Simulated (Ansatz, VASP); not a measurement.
**Two plane-wave programs on Re**

```
Re
1.0
     3.11086    0.00000    0.00000
    -1.55543    2.69409    0.00000
     0.00000    0.00000   16.00000
Re
2
Direct
  0.00000 0.00000 0.55322
  0.00000 0.00000 0.44678
```

Alike in both runs: task single point; functional PBE; k mesh 6 × 6 × 1; occupations gaussian, width 0.1 eV; no spin polarisation.

```csv
,VASP,Ansatz
version,VASP 6.6.1,Ansatz 0.2.0
potentials or method,"VASP PAW PBE potentials, release 64 (Re_sv_GW), cutoff 410 eV","scalar-relativistic, plane waves, PAW"
valence electrons in the cell,30,30
```

```csv
,VASP,Ansatz,Ansatz less VASP
gap on the k mesh at the Fermi level (eV),none,none,-
rms of the force components (eV/Å),28.179,26.939,-1.2397
```

Atom by atom the forces differ by 1.240 eV/Å (rms over components). A gap of «none» marks a metal or a gap that the smearing closes. Ansatz's warnings: slab cell height set.

The k mesh is coarse, so the values compare programs but aren't converged. Spin-orbit coupling is off throughout.
